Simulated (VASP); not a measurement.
# Mo2Cl (Pbcn) in VASP: single point with PBE

Aim: the single point of Mo2Cl with PBE.

All numbers are computed with VASP 6.6.1; they aren't measurements. Logs are shortened: lines on timing, memory, paths and dates and some standing lists are left out, and cuts for length are marked.

## 1. The cell of the first run

Symmetry: Pbcn, No. 60, orthorhombic system. The conventional cell has a = 5.459 Å, b = 6.946 Å, c = 6.006 Å, α = 90.00°, β = 90.00°, γ = 90.00°. Cl (site symmetry 2) has 6 Mo at 2.41 to 2.44 Å within 3.2 Å. Mo (site symmetry 1) has 3 Cl at 2.41 to 2.44 Å within 3.2 Å.

## 2. Single point, PBE

File INCAR:

```
SYSTEM = Mo2Cl
  PREC = Accurate
  ENCUT = 500
  EDIFF = 1E-6
  ISMEAR = 0
  SIGMA = 0.0101
  LREAL = .False.
  LASPH = .True.
  NELM = 120
  ALGO = Normal
  ISIF = 2
  LWAVE = .False.
  LCHARG = .True.
  GGA = PE
  LELF = .True.
  LVHAR = .True.
  NBANDS = 82
  GGA_COMPAT = .False.
```

File KPOINTS:

```
regular mesh
0
Gamma
  6 4 4
  0 0 0
```

File POSCAR:

```
Mo2Cl
1.0
    5.4587750000      0.0000000000      0.0000000000
    0.0000000000      6.9459600000      0.0000000000
    0.0000000000      0.0000000000      6.0063820000
Cl Mo
4 8
Direct
    0.0000000000      0.3750000000      0.2500000000
    0.5000000000      0.1250000000      0.7500000000
    0.0000000000      0.6250000000      0.7500000000
    0.5000000000      0.8750000000      0.2500000000
    0.2450000000      0.1250000000      0.0830000000
    0.2550000000      0.3750000000      0.5830000000
    0.7450000000      0.3750000000      0.9170000000
    0.7550000000      0.1250000000      0.4170000000
    0.7550000000      0.8750000000      0.9170000000
    0.7450000000      0.6250000000      0.4170000000
    0.2550000000      0.6250000000      0.0830000000
    0.2450000000      0.8750000000      0.5830000000
```

Potentials or basis: VASP PAW PBE potentials, release 64 (Cl, Mo_sv).

The run is started by

```console
$ cat potpaw_PBE.64/Cl/POTCAR potpaw_PBE.64/Mo_sv/POTCAR > POTCAR
$ mpirun -np 1 vasp_std > vasp.out
```

OUTCAR:

```text
SYSTEM = Mo2Cl
   PREC = Accurate
   ENCUT = 500
   EDIFF = 1E-6
   ISMEAR = 0
   LREAL = .False.
   LASPH = .True.
   NELM = 120
   ISIF = 2
   GGA = PE

 ion  position               nearest neighbor table
   1  0.000  0.375  0.250-   5 2.41   8 2.41   7 2.44   6 2.44  10 2.44  11 2.44
   2  0.500  0.125  0.750-   6 2.41   7 2.41   5 2.44   8 2.44   9 2.44  12 2.44
   3  0.000  0.625  0.750-   9 2.41  12 2.41  11 2.44  10 2.44   6 2.44   7 2.44
   4  0.500  0.875  0.250-  10 2.41  11 2.41   9 2.44  12 2.44   5 2.44   8 2.44
   5  0.245  0.125  0.083-   1 2.41   2 2.44   4 2.44   9 3.34   8 3.34   7 3.39   7 3.39   9 3.43
                             8 3.43  12 3.47  12 3.47   6 3.47   6 3.47  11 3.47  11 3.47
   6  0.255  0.375  0.583-   2 2.41   1 2.44   3 2.44  10 3.34   7 3.34   8 3.39   8 3.39  10 3.43
                             7 3.43  11 3.47  11 3.47   5 3.47   5 3.47  12 3.47  12 3.47
   7  0.745  0.375  0.917-   2 2.41   1 2.44   3 2.44  11 3.34   6 3.34   5 3.39   5 3.39  11 3.43
                             6 3.43  10 3.47  10 3.47   8 3.47   8 3.47   9 3.47   9 3.47
   8  0.755  0.125  0.417-   1 2.41   2 2.44   4 2.44  12 3.34   5 3.34   6 3.39   6 3.39  12 3.43
                             5 3.43   9 3.47   9 3.47   7 3.47   7 3.47  10 3.47  10 3.47
   9  0.755  0.875  0.917-   3 2.41   4 2.44   2 2.44   5 3.34  12 3.34  11 3.39  11 3.39   5 3.43
                            12 3.43   8 3.47   8 3.47  10 3.47  10 3.47   7 3.47   7 3.47
  10  0.745  0.625  0.417-   4 2.41   3 2.44   1 2.44   6 3.34  11 3.34  12 3.39  12 3.39   6 3.43
                            11 3.43   7 3.47   7 3.47   9 3.47   9 3.47   8 3.47   8 3.47
  11  0.255  0.625  0.083-   4 2.41   3 2.44   1 2.44   7 3.34  10 3.34   9 3.39   9 3.39   7 3.43
                            10 3.43   6 3.47   6 3.47  12 3.47  12 3.47   5 3.47   5 3.47
  12  0.245  0.875  0.583-   3 2.41   4 2.44   2 2.44   8 3.34   9 3.34  10 3.39  10 3.39   8 3.43
                             9 3.43   5 3.47   5 3.47  11 3.47  11 3.47   6 3.47   6 3.47

  LATTYP: Found a simple orthorhombic cell.
 ALAT       =     5.4587750000
 B/A-ratio  =     1.1003168293
 C/A-ratio  =     1.2724393293

  Lattice vectors:

 A1 = (  -5.4587750000,   0.0000000000,   0.0000000000)
 A2 = (   0.0000000000,   0.0000000000,   6.0063820000)
 A3 = (   0.0000000000,   6.9459600000,   0.0000000000)

Analysis of symmetry for initial positions (statically):
=====================================================================
 Subroutine PRICEL returns:
 Original cell was already a primitive cell.

 Routine SETGRP: Setting up the symmetry group for a
 simple orthorhombic supercell.

 Subroutine GETGRP returns: Found  8 space group operations
 (whereof  2 operations were pure point group operations)
 out of a pool of  8 trial point group operations.

The static configuration has the point symmetry S_2 .
 The point group associated with its full space group is D_2h.

[... 148 lines left out ...]
   ISMEAR =     0;   SIGMA  =   0.01  broadening in eV -4-tet -1-fermi 0-gaus
   EFERMI_NEDOS =   21; number of points for ismear=-14 and -15
   IALGO  =     38    algorithm
   IMIX   =      4    mixing-type and parameters
     AMIX     =   0.40;   BMIX     =  1.00
     AMIX_MAG =   1.60;   BMIX_MAG =  1.00
  volume/ion in A,a.u.               =      18.98       128.07
  Fermi-wavevector in a.u.,A,eV,Ry     =   1.391994  2.630487 26.363293  1.937647
  Thomas-Fermi vector in A             =   2.515780
   LORBIT       =      0    0 simple, 1 ext, 2 COOP (PROOUT), +10 PAW based schemes
   GGA     = PE    functional components
   LHFCALC =     F    Hartree Fock is set to
   AEXX    =    0.0000 exact exchange contribution
   IVDW    =     0    specifies the selected vdW correction
   LEPSILON=     F    determine dielectric tensor
   LRPA    =     F    only Hartree local field effects (RPA)
 non-spin polarized calculation
 Gauss-broadening in eV      SIGMA  =   0.01
  energy-cutoff  :      500.00
  volume of cell :      227.74
 maximum number of plane-waves:      5840
 NGX is ok and might be reduce to    40
   NGX = 19   NGY = 25   NGZ = 21

 number of electron     140.0000029 magnetization

 Free energy of the ion-electron system (eV)
  ---------------------------------------------------
  ext. energy  EPLUGINS =         0.00000000
  ---------------------------------------------------
  free energy    TOTEN  =       -78.26198663 eV

  energy without entropy =      -78.26056246  energy(sigma->0) =      -78.26127454

 E-fermi :   9.0616     XC(G=0): -11.5022

 val. band max:        9.0610951197   @ k =   0.3333   0.2500   0.0000
 cond. band min:       9.0654835900   @ k =   0.1667   0.2500   0.2500
 fundamental gap:      0.0043884703
 Fermi energy:         9.0616286375

 k-point     1 :       0.0000    0.0000    0.0000
  band No.  band energies     occupation
      1     -52.2868      2.00000
      2     -52.2674      2.00000
      3     -52.2673      2.00000
      4     -52.2671      2.00000
      5     -52.2628      2.00000
      6     -52.2595      2.00000
[... 2029 lines left out ...]
     81      10.2642      0.00000
     82      10.3367      0.00000

 [... further k-points ...]
[... 5 lines left out ...]
  --------------------------------------------------------------------------------------
  -------------------------------------------------------------------------------------
  Total      -26.7135934    -27.9114460    -25.7379292      0.0000000      0.0000000      0.0000000
  in kB     -187.9327512   -196.3597621   -181.0688582      0.0000000      0.0000000      0.0000000
  external PRESSURE =    -188.4537905 kB  Pullay stress =       0.0000000 kB

 VOLUME and BASIS-vectors are now :
 -----------------------------------------------------------------------------
  energy-cutoff  :      500.00
  volume of cell :      227.74
      direct lattice vectors                 reciprocal lattice vectors
     5.458775000  0.000000000  0.000000000     0.183191284  0.000000000  0.000000000
     0.000000000  6.945960000  0.000000000     0.000000000  0.143968580  0.000000000
     0.000000000  0.000000000  6.006382000     0.000000000  0.000000000  0.166489577

 POSITION                                       TOTAL-FORCE (eV/Angst)
 -----------------------------------------------------------------------------------
      0.00000      2.60474      1.50160         0.000000     -0.484008      0.000000
      2.72939      0.86825      4.50479        -0.000000      0.484008      0.000000
      0.00000      4.34123      4.50479        -0.000000      0.484008      0.000000
      2.72939      6.07772      1.50160         0.000000     -0.484008      0.000000
      1.33740      0.86825      0.49853        -0.337203      0.098534      0.141103
      1.39199      2.60474      3.50172         0.337203     -0.098534      0.141103
      4.06679      2.60474      5.50785        -0.337203     -0.098534     -0.141103
      4.12138      0.86825      2.50466         0.337203      0.098534     -0.141103
      4.12138      6.07772      5.50785         0.337203     -0.098534     -0.141103
      4.06679      4.34123      2.50466        -0.337203      0.098534     -0.141103
      1.39199      4.34123      0.49853         0.337203      0.098534      0.141103
      1.33740      6.07772      3.50172        -0.337203     -0.098534      0.141103
 -----------------------------------------------------------------------------------
    total drift:                                0.000000      0.000000      0.000000

  FREE ENERGIE OF THE ION-ELECTRON SYSTEM (eV)
  ---------------------------------------------------
  free  energy   TOTEN  =       -78.2619866324 eV

  energy  without entropy=      -78.2605624561  energy(sigma->0) =      -78.26127454
```

Run time: 12 min. Hardware: 1 thread of Intel Xeon Platinum 8259CL at 2.50GHz (Skylake/Cascade Lake), shared host; peak memory 0.56 GiB.

What came out:

```yaml
Free_energy: -78.2620 eV
Pressure: -18.8 GPa
Largest_force: 0.484 eV/Å
Band_gap_on_the_k_mesh: zero (bands 70 and 71 overlap by 0.38 eV)
```

Forces on the atoms (eV/Å):
```
Cl   0.000 -0.484  0.000
Cl   0.000  0.484  0.000
Cl   0.000  0.484  0.000
Cl   0.000 -0.484  0.000
Mo  -0.337  0.099  0.141
Mo   0.337 -0.099  0.141
Mo  -0.337 -0.099 -0.141
Mo   0.337  0.099 -0.141
Mo   0.337 -0.099 -0.141
Mo  -0.337  0.099 -0.141
Mo   0.337  0.099  0.141
Mo  -0.337 -0.099  0.141
```

Caveat: the cell stands under tension.
